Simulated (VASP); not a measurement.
# Ni (Fd-3m) in VASP: notebook

The runs below take Ni through single point, with revPBE.

Program: VASP 6.6.1. These are calculated values, not measurements. Logs are shortened: lines on timing, memory, paths and dates and some standing lists are left out, and cuts for length are marked.

### 1 The cell of the first run

The structure is cubic, space group Fd-3m (No. 227). Conventional cell: a = 5.143 Å, b = 5.143 Å, c = 5.143 Å, α = 90.00°, β = 90.00°, γ = 90.00°. Ni (site symmetry -43m) has 4 Ni at 2.23 Å within 2.9 Å.

### 2 Single point, revPBE

The input, INCAR:

```
  ALGO = Normal
  EDIFF = 1E-7
  ENCUT = 520
  GGA = RE
  ISIF = 2
  ISMEAR = -1
  LASPH = T
  LCHARG = F
  LREAL = F
  LWAVE = F
  NBANDS = 17
  NELM = 100
  PREC = Accurate
  SIGMA = 0.1
```

The input, KPOINTS:

```
k-points
0
Gamma
  17 17 17
```

The input, POSCAR:

```
Ni
1.0
    0.0000000000      2.5713074402      2.5713074402
    2.5713074402      0.0000000000      2.5713074402
    2.5713074402      2.5713074402      0.0000000000
Ni
2
Direct
    0.1250000000      0.1250000000      0.1250000000
    0.8750000000      0.8750000000      0.8750000000
```

Potentials or basis: VASP PAW PBE potentials, release 64 (Ni).

Run with:

```sh
$ cat potpaw_PBE.64/Ni/POTCAR > POTCAR
$ mpirun -np 1 vasp_std > vasp.out
```

OUTCAR:

```text
EDIFF = 1E-7
   ENCUT = 520
   GGA = RE
   ISIF = 2
   ISMEAR = -1
   LASPH = T
   LREAL = F
   NELM = 100
   PREC = Accurate

 ion  position               nearest neighbor table
   1  0.125  0.125  0.125-   2 2.23   2 2.23   2 2.23   2 2.23
   2  0.875  0.875  0.875-   1 2.23   1 2.23   1 2.23   1 2.23

  LATTYP: Found a face centered cubic cell.
 ALAT       =     5.1426148804

  Lattice vectors:

 A1 = (   0.0000000000,   2.5713074402,   2.5713074402)
 A2 = (   2.5713074402,   0.0000000000,   2.5713074402)
 A3 = (   2.5713074402,   2.5713074402,   0.0000000000)

Analysis of symmetry for initial positions (statically):
=====================================================================
 Subroutine PRICEL returns:
 Original cell was already a primitive cell.

 Routine SETGRP: Setting up the symmetry group for a
 face centered cubic supercell.

 Subroutine GETGRP returns: Found 48 space group operations
 (whereof 12 operations were pure point group operations)
 out of a pool of 48 trial point group operations.

The static configuration has the point symmetry D_3d.
 The point group associated with its full space group is O_h .

Analysis of symmetry for dynamics (positions and initial velocities):
=====================================================================
 Subroutine PRICEL returns:
 Original cell was already a primitive cell.

 Routine SETGRP: Setting up the symmetry group for a
 face centered cubic supercell.

 Subroutine GETGRP returns: Found 48 space group operations
 (whereof 12 operations were pure point group operations)
 out of a pool of 48 trial point group operations.

The dynamic configuration has the point symmetry D_3d.
 The point group associated with its full space group is O_h .

 Subroutine INISYM returns: Found 48 space group operations
 (whereof 12 operations are pure point group operations),
 and found     1 'primitive' translations

----------------------------------------------------------------------------------------

                                     Primitive cell

  volume of cell :      34.0010

  direct lattice vectors                    reciprocal lattice vectors
     0.000000000  2.571307440  2.571307440    -0.194453604  0.194453604  0.194453604
     2.571307440  0.000000000  2.571307440     0.194453604 -0.194453604  0.194453604
     2.571307440  2.571307440  0.000000000     0.194453604  0.194453604 -0.194453604

  length of vectors
     3.636377855  3.636377855  3.636377855     0.336803523  0.336803523  0.336803523

  position of ions in fractional coordinates (direct lattice)
     0.125000000  0.125000000  0.125000000
     0.875000000  0.875000000  0.875000000

  ion indices of the primitive-cell ions
   primitive index   ion index
                 1           1
                 2           2

----------------------------------------------------------------------------------------

 KPOINTS: k-points

Automatic generation of k-mesh.
 Grid dimensions read from file:
 generate k-points for:   17   17   17

 Generating k-lattice:

  Cartesian coordinates                     Fractional coordinates (reciprocal lattice)
    -0.011438447  0.011438447  0.011438447     0.058823529  0.000000000  0.000000000
     0.011438447 -0.011438447  0.011438447     0.000000000  0.058823529  0.000000000
     0.011438447  0.011438447 -0.011438447     0.000000000  0.000000000  0.058823529

  Length of vectors
     0.019811972  0.019811972  0.019811972

  Shift w.r.t. Gamma in fractional coordinates (k-lattice)
     0.000000000  0.000000000  0.000000000

 Subroutine IBZKPT returns following result:
 ===========================================

 Found    165 irreducible k-points:

 Following reciprocal coordinates:
            Coordinates               Weight
  0.000000  0.000000  0.000000      1.000000
  0.058824  0.000000  0.000000      8.000000
  0.117647  0.000000  0.000000      8.000000
  0.176471  0.000000  0.000000      8.000000
  0.235294  0.000000  0.000000      8.000000
  0.294118  0.000000  0.000000      8.000000
[... 16 lines left out ...]
 -0.176471  0.058824  0.000000     24.000000
 -0.117647  0.058824  0.000000     24.000000
 [... further k-points ...]
   k-points           NKPTS =    165   k-points in BZ     NKDIM =    165   number of bands    NBANDS=     17
   number of dos      NEDOS =    301   number of ions     NIONS =      2
   total plane-waves  NPLWV =  21952
   dimension x,y,z NGX =    28 NGY =   28 NGZ =   28
   dimension x,y,z NGXF=    56 NGYF=   56 NGZF=   56
   ions per type =               2
   NGX,Y,Z   is equivalent  to a cutoff of  12.80, 12.80, 12.80 a.u.
   NGXF,Y,Z  is equivalent  to a cutoff of  25.60, 25.60, 25.60 a.u.
 SYSTEM =  unknown system
   PREC   = accura    normal or accurate (medium, high low for compatibility)
   ISTART =      0    job   : 0-new  1-cont  2-samecut
   ICHARG =      2    charge: 1-file 2-atom 10-const
   ISPIN  =      1    spin polarized calculation?
   LNONCOLLINEAR =      F non collinear calculations
   LSORBIT =      F    spin-orbit coupling
   LASPH  =      T    aspherical Exc in radial PAW
   ENCUT  =  520.0 eV  38.22 Ry    6.18 a.u.   6.76  6.76  6.76*2*pi/ulx,y,z
   NELM   =    100;   NELMIN=  2; NELMDL= -5     # of ELM steps
   EDIFF  = 0.1E-06   stopping-criterion for ELM
   LREAL  =      F    real-space projection
   EDIFFG = 0.1E-05   stopping-criterion for IOM
   NSW    =      0    number of steps for IOM
   IBRION =     -1    ionic relax: 0-MD 1-quasi-New 2-CG
   NFREE  =      0    steps in history (QN), initial steepest desc. (CG)
   ISIF   =      2    stress and relaxation
   ISYM   =      2    0-nonsym 1-usesym 2-fastsym
   POTIM  = 0.5000    time-step for ionic-motion
   TEBEG  =    0.0;   TEEND  =   0.0 temperature during run
   PSTRESS=    0.0 pullay stress
   NELECT =      20.0000    total number of electrons
   NUPDOWN=      -1.0000    fix difference up-down
   EMIN   =  10.00;   EMAX   =-10.00  energy-range for DOS
   EFERMI =   0.00;   METHOD = LEGACY
   ISMEAR =    -1;   SIGMA  =   0.10  broadening in eV -4-tet -1-fermi 0-gaus
   EFERMI_NEDOS =   21; number of points for ismear=-14 and -15
   IALGO  =     38    algorithm
   IMIX   =      4    mixing-type and parameters
     AMIX     =   0.40;   BMIX     =  1.00
     AMIX_MAG =   1.60;   BMIX_MAG =  1.00
  volume/ion in A,a.u.               =      17.00       114.73
  Fermi-wavevector in a.u.,A,eV,Ry     =   1.371684  2.592107 25.599603  1.881518
  Thomas-Fermi vector in A             =   2.497359
   LORBIT       =      0    0 simple, 1 ext, 2 COOP (PROOUT), +10 PAW based schemes
   GGA     = RE    functional components
   LHFCALC =     F    Hartree Fock is set to
   AEXX    =    0.0000 exact exchange contribution
   IVDW    =     0    specifies the selected vdW correction
   LEPSILON=     F    determine dielectric tensor
   LRPA    =     F    only Hartree local field effects (RPA)
 non-spin polarized calculation
  energy-cutoff  :      520.00
  volume of cell :       34.00
 maximum number of plane-waves:       941
   NGX = 13   NGY = 13   NGZ = 13

 number of electron      20.0000014 magnetization

 Free energy of the ion-electron system (eV)
  ---------------------------------------------------
  ext. energy  EPLUGINS =         0.00000000
  ---------------------------------------------------
  free energy    TOTEN  =        -7.75260815 eV

  energy without entropy =       -7.53481757  energy(sigma->0) =       -7.64371286

 E-fermi :   4.3854     XC(G=0): -10.4226

 val. band max:        4.3853144002   @ k =  -0.2941   0.3529   0.1176
 cond. band min:       4.3860082649   @ k =   0.2353   0.1765   0.0588
 fundamental gap:      0.0006938647
 Fermi energy:         4.3854499823

 k-point     1 :       0.0000    0.0000    0.0000
  band No.  band energies     occupation
      1      -1.8371      2.00000
      2       1.9170      2.00000
      3       1.9170      2.00000
      4       1.9546      2.00000
      5       1.9546      2.00000
      6       1.9546      2.00000
[... 9 lines left out ...]
     16      16.6554      0.00000
     17      16.6554      0.00000

 k-point     2 :       0.0588    0.0000    0.0000
  band No.  band energies     occupation
      1      -1.7763      2.00000
      2       1.8571      2.00000
      3       1.8571      2.00000
      4       1.9567      2.00000
      5       2.0268      2.00000
      6       2.0268      2.00000
[... 9 lines left out ...]
     16      17.1537      0.00000
     17      17.3180      0.00000

 k-point     3 :       0.1176    0.0000    0.0000
  band No.  band energies     occupation
      1      -1.5957      2.00000
      2       1.8009      2.00000
      3       1.8009      2.00000
      4       1.9642      2.00000
      5       2.1159      2.00000
      6       2.1159      2.00000
[... 9 lines left out ...]
     16      17.8455      0.00000
     17      17.8455      0.00000

 k-point     4 :       0.1765    0.0000    0.0000
  band No.  band energies     occupation
      1      -1.3002      2.00000
      2       1.7676      2.00000
      3       1.7676      2.00000
      4       1.9798      2.00000
      5       2.1913      2.00000
      6       2.1913      2.00000
[... 9 lines left out ...]
     16      18.2842      0.00000
     17      18.2842      0.00000
[... 343 lines left out ...]
      1      -0.6959      2.00000
      2       1.6963      2.00000
      3       1.8286      2.00000
      4       2.0098      2.00000
      5       2.1912      2.00000
      6       2.3130      2.00000
[... 9 lines left out ...]
     16      17.5641      0.00000
     17      18.1814      0.00000

 k-point    23 :      -0.1765    0.0588    0.0000
  band No.  band energies     occupation
      1      -1.1255      2.00000
      2       1.6984      2.00000
      3       1.8237      2.00000
      4       1.9869      2.00000
      5       2.1684      2.00000
      6       2.2737      2.00000
[... 9 lines left out ...]
     16      17.6504      0.00000
     17      18.4599      0.00000

 k-point    24 :      -0.1176    0.0588    0.0000
  band No.  band energies     occupation
      1      -1.4564      2.00000
      2       1.7273      2.00000
      3       1.8381      2.00000
      4       1.9727      2.00000
      5       2.1115      2.00000
      6       2.2012      2.00000
[... 9 lines left out ...]
     16      17.6767      0.00000
     17      18.4820      0.00000

 [... further k-points ...]

------------------------ aborting loop because EDIFF is reached ----------------------------------------

  FORCE on cell =-STRESS in cart. coord.  units (eV):
  Direction    XX          YY          ZZ          XY          YZ          ZX
  --------------------------------------------------------------------------------------
  -------------------------------------------------------------------------------------
  Total        0.0189315      0.0189315      0.0189315      0.0000000      0.0000000      0.0000000
  in kB        0.8920785      0.8920785      0.8920785      0.0000000      0.0000000      0.0000000
  external PRESSURE =       0.8920785 kB  Pullay stress =       0.0000000 kB

 VOLUME and BASIS-vectors are now :
 -----------------------------------------------------------------------------
  energy-cutoff  :      520.00
  volume of cell :       34.00
      direct lattice vectors                 reciprocal lattice vectors
     0.000000000  2.571307440  2.571307440    -0.194453604  0.194453604  0.194453604
     2.571307440  0.000000000  2.571307440     0.194453604 -0.194453604  0.194453604
     2.571307440  2.571307440  0.000000000     0.194453604  0.194453604 -0.194453604

 POSITION                                       TOTAL-FORCE (eV/Angst)
 -----------------------------------------------------------------------------------
      0.64283      0.64283      0.64283         0.000000      0.000000      0.000000
      4.49979      4.49979      4.49979        -0.000000     -0.000000     -0.000000
 -----------------------------------------------------------------------------------
    total drift:                                0.000000      0.000000     -0.000000

  FREE ENERGIE OF THE ION-ELECTRON SYSTEM (eV)
  ---------------------------------------------------
  free  energy   TOTEN  =        -7.7526081522 eV

  energy  without entropy=       -7.5348175729  energy(sigma->0) =       -7.64371286
```

Wall time 66 s (1 thread of Intel Xeon 6975P-C, shared host); peak memory 0.21 GiB.

Results:

| Quantity | Value |
| --- | --- |
| Free energy | -7.7526 eV |
| Pressure | 0.1 GPa |
| Band gap on the k mesh | zero (band 10 reaches 4.45 eV, above the bottom of band 11 at 4.17 eV) |

Caveat: the PAW data sets were made with another functional, which shifts forces and pressure a little; the run has no spin polarisation, though such a crystal can be magnetic. Spin polarisation is off, so any magnetic state and its effect on volume and gap are missing.

(Part 1 of 2 ends here.)
